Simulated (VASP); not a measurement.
# BaNb (L10 type) (Pmm2) in VASP: notebook, part 2 of 2

VASP 6.6.1. Earlier steps stand in the parts before.

## (3) Electric field gradients, r2SCAN

POSCAR reads:

```
BaNb
1.0
    3.0684281362      0.0000000000      0.0000000000
    0.0000000000      3.0684281362      0.0000000000
    0.0000000000      0.0000000000      5.7975120620
Ba Nb
1 1
Direct
    0.0651799524      0.0000000000      0.0000000000
    0.5000000000      0.5000000000      0.5000000000
```

INCAR.step1 reads:

```
SYSTEM = BaNb
  PREC = Accurate
  ENCUT = 520
  ISMEAR = 1
  SIGMA = 0.1
  LREAL = .FALSE.
  LASPH = .TRUE.
  NELM = 60
  NBANDS = 18
  GGA = PE
  ALGO = Normal
  EDIFF = 1E-4
  LWAVE = .TRUE.
  LCHARG = .FALSE.
```

INCAR.step2 reads:

```
SYSTEM = BaNb
  PREC = Accurate
  ENCUT = 520
  EDIFF = 1E-8
  ISMEAR = 1
  SIGMA = 0.1
  LREAL = .FALSE.
  LASPH = .TRUE.
  NELM = 60
  ALGO = Normal
  ISIF = 2
  LWAVE = .FALSE.
  LCHARG = .FALSE.
  METAGGA = R2SCAN
  LMIXTAU = .TRUE.
  LEFG = .TRUE.
  NBANDS = 18
  ISTART = 1
```

KPOINTS reads:

```
Automatic mesh
0
G
  9 9 7
  0 0 0
```

Potentials or basis: VASP PAW PBE potentials, release 64 (Ba_sv, Nb_sv).

On the command line:

```bash
> cat potpaw_PBE.64/Ba_sv/POTCAR potpaw_PBE.64/Nb_sv/POTCAR > POTCAR
> cp INCAR.step1 INCAR
> mpirun -np 1 vasp_std > vasp.out
> cp INCAR.step2 INCAR
> mpirun -np 1 vasp_std > vasp.out
```

OUTCAR:

```text
SYSTEM = BaNb
   PREC = Accurate
   ENCUT = 520
   EDIFF = 1E-8
   ISMEAR = 1
   LREAL = .FALSE.
   LASPH = .TRUE.
   NELM = 60
   ISIF = 2
   METAGGA = R2SCAN
   ISTART = 1

 ion  position               nearest neighbor table
   1  0.065  0.000  0.000-   2 3.54   2 3.54   2 3.54   2 3.54   2 3.71   2 3.71   2 3.71   2 3.71

   2  0.500  0.500  0.500-   1 3.54   1 3.54   1 3.54   1 3.54   1 3.71   1 3.71   1 3.71   1 3.71

  LATTYP: Found a simple tetragonal cell.
 ALAT       =     3.0684281362
 C/A-ratio  =     1.8894078025

  Lattice vectors:

 A1 = (   3.0684281362,   0.0000000000,   0.0000000000)
 A2 = (   0.0000000000,   3.0684281362,   0.0000000000)
 A3 = (   0.0000000000,   0.0000000000,   5.7975120620)

Analysis of symmetry for initial positions (statically):
=====================================================================
 Subroutine PRICEL returns:
 Original cell was already a primitive cell.

 Routine SETGRP: Setting up the symmetry group for a
 simple tetragonal supercell.

 Subroutine GETGRP returns: Found  4 space group operations
 (whereof  4 operations were pure point group operations)
 out of a pool of 16 trial point group operations.

The static configuration has the point symmetry C_2v.

Analysis of symmetry for dynamics (positions and initial velocities):
=====================================================================
 Subroutine PRICEL returns:
 Original cell was already a primitive cell.

 Routine SETGRP: Setting up the symmetry group for a
 simple tetragonal supercell.

 Subroutine GETGRP returns: Found  4 space group operations
 (whereof  4 operations were pure point group operations)
 out of a pool of 16 trial point group operations.

The dynamic configuration has the point symmetry C_2v.

 Subroutine INISYM returns: Found  4 space group operations
 (whereof  4 operations are pure point group operations),
 and found     1 'primitive' translations

----------------------------------------------------------------------------------------

                                     Primitive cell

  volume of cell :      54.5850

  direct lattice vectors                    reciprocal lattice vectors
     3.068428136  0.000000000  0.000000000     0.325899762  0.000000000  0.000000000
     0.000000000  3.068428136  0.000000000     0.000000000  0.325899762  0.000000000
     0.000000000  0.000000000  5.797512062     0.000000000  0.000000000  0.172487783

  length of vectors
     3.068428136  3.068428136  5.797512062     0.325899762  0.325899762  0.172487783

  position of ions in fractional coordinates (direct lattice)
     0.065179952  0.000000000  0.000000000
     0.500000000  0.500000000  0.500000000

  ion indices of the primitive-cell ions
   primitive index   ion index
                 1           1
                 2           2

----------------------------------------------------------------------------------------

 KPOINTS: Automatic mesh

Automatic generation of k-mesh.
 Grid dimensions read from file:
 generate k-points for:    9    9    7

 Generating k-lattice:

[... 69 lines left out ...]
   POTIM  = 0.5000    time-step for ionic-motion
   TEBEG  =    0.0;   TEEND  =   0.0 temperature during run
   PSTRESS=    0.0 pullay stress
   NELECT =      23.0000    total number of electrons
   NUPDOWN=      -1.0000    fix difference up-down
   EMIN   =  10.00;   EMAX   =-10.00  energy-range for DOS
   EFERMI =   0.00;   METHOD = LEGACY
   ISMEAR =     1;   SIGMA  =   0.10  broadening in eV -4-tet -1-fermi 0-gaus
   EFERMI_NEDOS =   21; number of points for ismear=-14 and -15
   IALGO  =     38    algorithm
   IMIX   =      4    mixing-type and parameters
     AMIX     =   0.40;   BMIX     =  1.00
     AMIX_MAG =   1.60;   BMIX_MAG =  1.00
  volume/ion in A,a.u.               =      27.29       184.18
  Fermi-wavevector in a.u.,A,eV,Ry     =   1.227325  2.319308 20.494819  1.506327
  Thomas-Fermi vector in A             =   2.362293
   LORBIT       =      0    0 simple, 1 ext, 2 COOP (PROOUT), +10 PAW based schemes
   METAGGA = R2SCAN    functional components
   LHFCALC =     F    Hartree Fock is set to
   AEXX    =    0.0000 exact exchange contribution
   IVDW    =     0    specifies the selected vdW correction
   LEPSILON=     F    determine dielectric tensor
   LRPA    =     F    only Hartree local field effects (RPA)
 non-spin polarized calculation
 Methfessel and Paxton  Order N= 1 SIGMA  =   0.10
  energy-cutoff  :      520.00
  volume of cell :       54.59
 maximum number of plane-waves:      1486
   NGX = 11   NGY = 11   NGZ = 21

 number of electron      22.9999997 magnetization

 Free energy of the ion-electron system (eV)
  ---------------------------------------------------
  ext. energy  EPLUGINS =         0.00000000
  ---------------------------------------------------
  free energy    TOTEN  =       -48.63653403 eV

  energy without entropy =      -48.63650769  energy(sigma->0) =      -48.63652525

 E-fermi :   6.1516     XC(G=0): -11.3063

 val. band max:        6.1422478948   @ k =   0.0000   0.3333   0.0000
 cond. band min:       6.1598472085   @ k =   0.2222   0.2222   0.1429
 fundamental gap:      0.0175993137
 Fermi energy:         6.1516115496

 k-point     1 :       0.0000    0.0000    0.0000
  band No.  band energies     occupation
      1     -50.4890      2.00000
      2     -25.8414      2.00000
      3     -25.5484      2.00000
      4     -25.5369      2.00000
      5     -23.5601      2.00000
      6      -8.1675      2.00000
[... 481 lines left out ...]
      5     -22.2449      2.00000
      6      -9.6351      2.00000
[... 10 lines left out ...]
     17      10.8455      0.00000
     18      12.7604      0.00000

 [... further k-points ...]

------------------------ aborting loop because EDIFF is reached ----------------------------------------

  FORCE on cell =-STRESS in cart. coord.  units (eV):
  Direction    XX          YY          ZZ          XY          YZ          ZX
  --------------------------------------------------------------------------------------
  -------------------------------------------------------------------------------------
  Total        0.6848950      0.8052545      0.5263294      0.0000000      0.0000000      0.0000000
  in kB       20.1030074     23.6357928     15.4487960      0.0000000      0.0000000      0.0000000
  external PRESSURE =      19.7291987 kB  Pullay stress =       0.0000000 kB

 VOLUME and BASIS-vectors are now :
 -----------------------------------------------------------------------------
  energy-cutoff  :      520.00
  volume of cell :       54.59
      direct lattice vectors                 reciprocal lattice vectors
     3.068428136  0.000000000  0.000000000     0.325899762  0.000000000  0.000000000
     0.000000000  3.068428136  0.000000000     0.000000000  0.325899762  0.000000000
     0.000000000  0.000000000  5.797512062     0.000000000  0.000000000  0.172487783

 POSITION                                       TOTAL-FORCE (eV/Angst)
 -----------------------------------------------------------------------------------
      0.20000      0.00000      0.00000        -0.259183      0.000000      0.000000
      1.53421      1.53421      2.89876         0.259183      0.000000      0.000000
 -----------------------------------------------------------------------------------
    total drift:                                0.002037      0.000000      0.000000

  FREE ENERGIE OF THE ION-ELECTRON SYSTEM (eV)
  ---------------------------------------------------
  free  energy   TOTEN  =       -48.6365340344 eV

  energy  without entropy=      -48.6365076942  energy(sigma->0) =      -48.63652525

 Electric field gradients (V/A^2)
---------------------------------------------------------------------
 ion       V_xx      V_yy      V_zz      V_xy      V_xz      V_yz
---------------------------------------------------------------------
   1     114.864   120.248  -235.112    -0.000     0.000    -0.000
   2      -4.101    -7.778    11.880    -0.000    -0.000     0.000
---------------------------------------------------------------------

 Electric field gradients after diagonalization (V/A^2)
 (convention: |V_zz| > |V_xx| > |V_yy|)
----------------------------------------------------------------------
 ion       V_xx      V_yy      V_zz     asymmetry (V_yy - V_xx)/ V_zz
----------------------------------------------------------------------
   1     120.248   114.864  -235.112       0.023
   2      -7.778    -4.101    11.880       0.310
----------------------------------------------------------------------

           NMR quadrupolar parameters

 Cq : quadrupolar parameter    Cq=e*Q*V_zz/h
 eta: asymmetry parameters     (V_yy - V_xx)/ V_zz
 Q  : nuclear electric quadrupole moment in mb (millibarn)
----------------------------------------------------------------------
 ion       Cq(MHz)       eta       Q (mb)
----------------------------------------------------------------------
   1      -0.568       0.023       1.000
   2       0.029       0.310       1.000
----------------------------------------------------------------------
```

Run time: 4.5 min. Hardware: 1 thread of Intel Xeon Platinum 8259CL at 2.50GHz (Skylake/Cascade Lake), shared host; peak memory 0.24 GiB.

What came out:

```
Free energy                             : -48.6365 eV
Pressure                                : 2.0 GPa
Largest force                           : 0.259 eV/Å
Band gap on the k mesh                  : zero (an odd number of electrons rules out a gap without spin polarisation)
Largest electric field gradient by atom : Ba -235.1; Nb +11.9 V/Å²
```

Forces on the atoms (eV/Å):
```
Ba  -0.259  0.000  0.000
Nb   0.259  0.000  0.000
```

Stress tensor (GPa, compression positive):
```
2.01 0.00 0.00
0.00 2.36 0.00
0.00 0.00 1.54
```

Electric field gradients, principal values (V/Å²):
```csv
atom,least,middle,greatest (by size)
1 Ba,114.864,120.248,-235.112
2 Nb,-4.101,-7.778,11.880
```

Caveat: without QUAD_EFG the Cq values of the log hold for a quadrupole moment of 1 mb, not for the nuclei; the PAW data sets were made with another functional, which shifts forces and pressure a little; spin-orbit coupling is left out, which moves the levels of the heavy elements.

## (4) Electric field gradients, r2SCAN

POSCAR is that of step 3.

INCAR.step1 reads:

```
SYSTEM = BaNb
  PREC = Accurate
  ENCUT = 520
  ISMEAR = -1
  SIGMA = 0.05
  LREAL = .False.
  LASPH = .True.
  NELM = 60
  NBANDS = 18
  GGA = PE
  ALGO = Normal
  EDIFF = 1E-4
  LWAVE = .True.
  LCHARG = .False.
```

INCAR.step2 reads:

```
SYSTEM = BaNb
  PREC = Accurate
  ENCUT = 520
  EDIFF = 1E-8
  ISMEAR = -1
  SIGMA = 0.05
  LREAL = .False.
  LASPH = .True.
  NELM = 60
  ALGO = Normal
  ISIF = 2
  LWAVE = .False.
  LCHARG = .False.
  METAGGA = R2SCAN
  LMIXTAU = .True.
  LEFG = .True.
  NBANDS = 18
  ISTART = 1
```

KPOINTS reads:

```
regular mesh
0
Gamma
  11 11 9
  0 0 0
```

Potentials or basis: VASP PAW PBE potentials, release 64 (Ba_sv, Nb_sv).

On the command line:

```bash
> cat potpaw_PBE.64/Ba_sv/POTCAR potpaw_PBE.64/Nb_sv/POTCAR > POTCAR
> cp INCAR.step1 INCAR
> mpirun -np 1 vasp_std > vasp.out
> cp INCAR.step2 INCAR
> mpirun -np 1 vasp_std > vasp.out
```

OUTCAR:

```text
SYSTEM = BaNb
   PREC = Accurate
   ENCUT = 520
   EDIFF = 1E-8
   ISMEAR = -1
   LREAL = .False.
   LASPH = .True.
   NELM = 60
   ISIF = 2
   METAGGA = R2SCAN
   ISTART = 1

 ion  position               nearest neighbor table
   1  0.065  0.000  0.000-   2 3.54   2 3.54   2 3.54   2 3.54   2 3.71   2 3.71   2 3.71   2 3.71

   2  0.500  0.500  0.500-   1 3.54   1 3.54   1 3.54   1 3.54   1 3.71   1 3.71   1 3.71   1 3.71

  LATTYP: Found a simple tetragonal cell.
 ALAT       =     3.0684281362
 C/A-ratio  =     1.8894078025

  Lattice vectors:

 A1 = (   3.0684281362,   0.0000000000,   0.0000000000)
 A2 = (   0.0000000000,   3.0684281362,   0.0000000000)
 A3 = (   0.0000000000,   0.0000000000,   5.7975120620)

Analysis of symmetry for initial positions (statically):
=====================================================================
 Subroutine PRICEL returns:
 Original cell was already a primitive cell.

 Routine SETGRP: Setting up the symmetry group for a
 simple tetragonal supercell.

 Subroutine GETGRP returns: Found  4 space group operations
 (whereof  4 operations were pure point group operations)
 out of a pool of 16 trial point group operations.

The static configuration has the point symmetry C_2v.

Analysis of symmetry for dynamics (positions and initial velocities):
=====================================================================
 Subroutine PRICEL returns:
 Original cell was already a primitive cell.

 Routine SETGRP: Setting up the symmetry group for a
 simple tetragonal supercell.

[... 156 lines left out ...]
 Fermi energy:         6.0881792341

 k-point     1 :       0.0000    0.0000    0.0000
  band No.  band energies     occupation
      1     -50.4762      2.00000
      2     -25.8486      2.00000
      3     -25.5215      2.00000
      4     -25.5156      2.00000
      5     -23.5692      2.00000
      6      -8.1841      2.00000
[... 481 lines left out ...]
      5     -22.7266      2.00000
      6      -9.5186      2.00000
[... 10 lines left out ...]
     17      10.6342      0.00000
     18      12.2235      0.00000

 [... further k-points ...]

------------------------ aborting loop because EDIFF is reached ----------------------------------------

  FORCE on cell =-STRESS in cart. coord.  units (eV):
  Direction    XX          YY          ZZ          XY          YZ          ZX
  --------------------------------------------------------------------------------------
  -------------------------------------------------------------------------------------
  Total        0.7661294      0.8571952      0.4202058      0.0000000      0.0000000      0.0000000
  in kB       22.4873932     25.1603526     12.3338599      0.0000000      0.0000000      0.0000000
  external PRESSURE =      19.9938686 kB  Pullay stress =       0.0000000 kB

 VOLUME and BASIS-vectors are now :
 -----------------------------------------------------------------------------
  energy-cutoff  :      520.00
  volume of cell :       54.59
      direct lattice vectors                 reciprocal lattice vectors
     3.068428136  0.000000000  0.000000000     0.325899762  0.000000000  0.000000000
     0.000000000  3.068428136  0.000000000     0.000000000  0.325899762  0.000000000
     0.000000000  0.000000000  5.797512062     0.000000000  0.000000000  0.172487783

 POSITION                                       TOTAL-FORCE (eV/Angst)
 -----------------------------------------------------------------------------------
      0.20000      0.00000      0.00000        -0.205816      0.000000      0.000000
      1.53421      1.53421      2.89876         0.205816      0.000000      0.000000
 -----------------------------------------------------------------------------------
    total drift:                                0.002208      0.000000      0.000000

  FREE ENERGIE OF THE ION-ELECTRON SYSTEM (eV)
  ---------------------------------------------------
  free  energy   TOTEN  =       -48.6433820381 eV

  energy  without entropy=      -48.6217715372  energy(sigma->0) =      -48.63257679

 Electric field gradients (V/A^2)
---------------------------------------------------------------------
 ion       V_xx      V_yy      V_zz      V_xy      V_xz      V_yz
---------------------------------------------------------------------
   1     108.593   111.441  -220.034    -0.000     0.000     0.000
   2     -11.761   -13.843    25.604    -0.000    -0.000     0.000
---------------------------------------------------------------------

 Electric field gradients after diagonalization (V/A^2)
 (convention: |V_zz| > |V_xx| > |V_yy|)
----------------------------------------------------------------------
 ion       V_xx      V_yy      V_zz     asymmetry (V_yy - V_xx)/ V_zz
----------------------------------------------------------------------
   1     111.441   108.593  -220.034       0.013
   2     -13.843   -11.761    25.604       0.081
----------------------------------------------------------------------

           NMR quadrupolar parameters

 Cq : quadrupolar parameter    Cq=e*Q*V_zz/h
 eta: asymmetry parameters     (V_yy - V_xx)/ V_zz
 Q  : nuclear electric quadrupole moment in mb (millibarn)
----------------------------------------------------------------------
 ion       Cq(MHz)       eta       Q (mb)
----------------------------------------------------------------------
   1      -0.532       0.013       1.000
   2       0.062       0.081       1.000
----------------------------------------------------------------------
```

Wall time 7.5 min (1 thread of Intel Xeon Platinum 8259CL at 2.50GHz (Skylake/Cascade Lake), shared host); peak memory 0.31 GiB.

Results:

```yaml
Free_energy: -48.6434 eV
Pressure: 2.0 GPa
Largest_force: 0.206 eV/Å
Band_gap_on_the_k_mesh: zero (an odd number of electrons rules out a gap without spin polarisation)
Largest_electric_field_gradient_by_atom: Ba -220.0; Nb +25.6 V/Å²
```

Forces in eV/Å, atoms in the order of the input:
```
Ba  -0.206  0.000  0.000
Nb   0.206  0.000  0.000
```

Stress tensor (GPa, compression positive):
```
2.25 0.00 0.00
0.00 2.52 0.00
0.00 0.00 1.23
```

Levels at points of the mesh, in eV from the Fermi level:
| k point | band 8 | band 9 | band 10 | band 11 | band 12 | band 13 | band 14 | band 15 |
| --- | --- | --- | --- | --- | --- | --- | --- | --- |
| (0.00, 0.00, 0.00) | -12.10 | -4.48 | -1.75 | -1.41 | 0.39 | 1.62 | 2.07 | 2.09 |

Electric field gradients, principal values (V/Å²):
```csv
atom,least,middle,greatest (by size)
1 Ba,108.593,111.441,-220.034
2 Nb,-11.761,-13.843,25.604
```

Caveat: without QUAD_EFG the Cq values of the log hold for a quadrupole moment of 1 mb, not for the nuclei; the PAW data sets were made with another functional, which shifts forces and pressure a little; spin-orbit coupling is left out, which moves the levels of the heavy elements.

## (5) Summary

```csv
k mesh,smearing,gap on the mesh (eV),pressure (GPa),largest force (eV/Å)
9 × 9 × 7,fermi-dirac 0.05 eV,none,2.0,0.25
9 × 9 × 7,methfessel-paxton 0.1 eV,none,2.0,0.26
11 × 11 × 9,fermi-dirac 0.05 eV,none,2.0,0.21
```

Alike in all rows: task electric field gradients; level r2SCAN; potentials or basis VASP PAW PBE potentials, release 64 (Ba_sv, Nb_sv); no spin polarisation; cell as given; cutoff (eV) 520.

Caveats: the PAW data sets were made with another functional, which shifts forces and pressure a little; spin-orbit coupling is left out, which moves the levels of the heavy elements.

Total energies depend on the potentials used, so only differences within one code and one set of settings carry meaning.
